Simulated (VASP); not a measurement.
SnO2:

```
CELL_PARAMETERS angstrom
-2.00007 2.00007 5.12368
2.00007 -2.00007 5.12368
2.00007 2.00007 -5.12368
ATOMIC_POSITIONS crystal
Sn 0.00000 0.00000 0.00000
Sn 0.75000 0.25000 0.50000
O 0.54652 0.04652 0.50000
O 0.20348 0.20348 0.00000
O 0.95348 0.45348 0.50000
O 0.79652 0.79652 0.00000
```

Base run:

```yaml
Program: VASP 6.6.1
Functional: PBEsol
Potentials_or_basis: VASP PAW PBE potentials, release 64 (Sn_d, O)
Cutoff: 520 eV
k_mesh: 9 × 9 × 9
Occupations: fermi-dirac, width 0.05 eV
Spin: no spin polarisation
```

Its results: band gap on the k mesh 1.55 eV, indirect (least direct gap 1.94 eV); pressure 1.3 GPa; largest force 0.056 eV/Å.

Problem. The run is repeated on the same cell with these changes: functional from PBEsol to LDA; potentials or basis from VASP PAW PBE potentials, release 64 (Sn_d, O) to VASP PAW LDA potentials, release 64 (Sn_d, O). What comes out?

Solution. Band gap on the k mesh 1.52 eV, indirect (least direct gap 1.91 eV); pressure -3.0 GPa; largest force 0.158 eV/Å.

Caveats: spin-orbit coupling is left out, which moves the levels of the heavy elements; the PAW data sets were made with another functional, which shifts forces and pressure a little (some runs).

A k mesh can miss the band edges.
